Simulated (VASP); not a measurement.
Set up this calculation in VASP 6.6.1, as the native input.

```yaml
Task: relaxation of cell and atoms
Functional: PBE
Potentials_or_basis: VASP PAW PBE potentials, release 64 (Ta_pv, Ge_d, Mo_sv)
Cutoff: 600 eV
k_mesh: 10 × 10 × 2
Occupations: gaussian, width 0.1 eV
Spin: no spin polarisation
Dipole_correction: no
Further_INCAR_settings: ALGO = Fast; EDIFF = 1e-06; IBRION = 2; EDIFFG = -0.01; NSW = 100; ISIF = 3
```

The structure of Ta3GeMo lies in POSCAR:

```
Ta3GeMo
1.0
    3.3722256429      0.0000000000      0.0000000000
    0.0000000000      3.3722256429      0.0000000000
    0.0000000000      0.0000000000     14.9862009783
Ta Ge Mo
6 2 2
Direct
    0.5000000000      0.5000000000      0.5000000000
    0.5000000000      0.5000000000      0.7015494878
    0.5000000000      0.5000000000      0.2984505122
    0.0000000000      0.0000000000      0.0000000000
    0.5000000000      0.5000000000      0.8952322129
    0.5000000000      0.5000000000      0.1047677871
    0.0000000000      0.0000000000      0.1985254312
    0.0000000000      0.0000000000      0.8014745688
    0.0000000000      0.0000000000      0.3943076167
    0.0000000000      0.0000000000      0.6056923833
```

The input as run:

INCAR

```
SYSTEM = Ta3GeMo
PREC = Accurate
ENCUT = 600
EDIFF = 1E-6
ISMEAR = 0
SIGMA = 0.1
LREAL = .False.
LASPH = .True.
NELM = 60
ALGO = Fast
ISIF = 3
LWAVE = .False.
LCHARG = .False.
GGA = PE
IBRION = 2
NSW = 100
EDIFFG = -0.01
```

KPOINTS

```
Automatic mesh
0
Gamma
  10 10 2
  0 0 0
```

Potentials or basis: VASP PAW PBE potentials, release 64 (Ta_pv, Ge_d, Mo_sv).

Run with:

```console
$ cat potpaw_PBE.64/Ta_pv/POTCAR potpaw_PBE.64/Ge_d/POTCAR potpaw_PBE.64/Mo_sv/POTCAR > POTCAR
$ mpirun -np 1 vasp_std > vasp.out
```

Results of the run:

- Relaxed volume: 17.06 Å³/atom
- Relaxed cell: a = 3.373 Å, b = 3.373 Å, c = 14.996 Å, α = 90.00°, β = 90.00°, γ = 90.00°
- Space group after relaxing (to 0.1 Å): P4/mmm (No. 123)
- Energy gained by relaxing: 0.3 meV/atom
- Ionic steps: 7
- Pressure after relaxing: 0.0 GPa
- Largest force after relaxing: 0.008 eV/Å
- Band gap on the k mesh: zero (bands 61 and 62 overlap by 0.51 eV)

Caveat: spin-orbit coupling is left out, which moves the levels of the heavy elements.

Wall time 84 min on 1 thread of Oxide Virtual Turin-like Processor, with other jobs on the host, peak memory 0.64 GiB.
